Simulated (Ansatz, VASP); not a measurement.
# Two plane-wave programs on Si16Ge

```
CELL_PARAMETERS angstrom
0.00000 5.43000 5.43000
5.43000 0.00000 5.43000
5.43000 5.43000 0.00000
ATOMIC_POSITIONS crystal
Si 0.00021 0.00033 0.99892
Si 0.12134 0.12134 0.12128
Si 0.99571 0.99573 0.50403
Si 0.12179 0.12181 0.63457
Si 0.99558 0.50452 0.99533
Si 0.12141 0.63586 0.12132
Si 0.99573 0.50447 0.50402
Si 0.12696 0.62446 0.62407
Si 0.50448 0.99561 0.99534
Si 0.63575 0.12145 0.12135
Si 0.50442 0.99576 0.50401
Si 0.62444 0.12696 0.62408
Si 0.50447 0.50451 0.99536
Si 0.62432 0.62436 0.12691
Si 0.50002 0.50003 0.49991
Si 0.62445 0.62448 0.62410
Ge 0.25028 0.25047 0.24846
```

Alike in both runs: functional LDA; k mesh 2 × 2 × 2; occupations fermi-dirac, width 0.05 eV; no spin polarisation.

Ansatz relaxed the structure, and its values are those at the end. VASP's run is a single point on that final structure, the one shown.

|  | VASP | Ansatz |
| --- | --- | --- |
| version | VASP 6.6.1 | Ansatz 0.2.0 |
| potentials or method | VASP PAW LDA potentials, release 64 (Si, Ge_d), cutoff 520 eV | scalar-relativistic, plane waves, PAW |
| valence electrons in the cell | 78 | 78 |

```tsv
	VASP	Ansatz	Ansatz less VASP
rms of the force components (eV/Å)	0.005	0.005	-0.0002
```

Ansatz warns that its potentials were made for another functional, while VASP's fit it. LDA's correlation is that of Perdew and Zunger in VASP and of Perdew and Wang (1992) in Ansatz.

The k mesh is coarse, so the values compare programs but aren't converged.
